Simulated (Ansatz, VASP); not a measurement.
Pb in VASP and in Ansatz

```
CELL_PARAMETERS angstrom
0.00000 3.44858 3.44858
3.44858 0.00000 3.44858
3.44858 3.44858 0.00000
ATOMIC_POSITIONS crystal
Pb 0.87500 0.87500 0.87500
Pb 0.12500 0.12500 0.12500
```

Alike in both runs: functional LDA; k mesh 11 × 11 × 11; occupations fermi-dirac, width 0.05 eV; no spin polarisation.

Ansatz relaxed the structure, and its values are those at the end. VASP's run is a single point on that final structure, the one shown.

|  | VASP | Ansatz |
| --- | --- | --- |
| version | VASP 6.6.1 | Ansatz 0.2.0 |
| potentials or method | VASP PAW LDA potentials, release 64 (Pb_d), cutoff 520 eV | all-electron LAPW, non-relativistic |

VASP gave:

- pressure (GPa): -1.0

Question: Which values does Ansatz return?

Answer: Pressure (GPa): 0.0.

LDA's correlation is that of Perdew and Zunger in VASP and of Perdew and Wang (1992) in Ansatz. Ansatz ran all-electron here, and VASP with PAW potentials.

Neither program's run includes spin-orbit coupling.
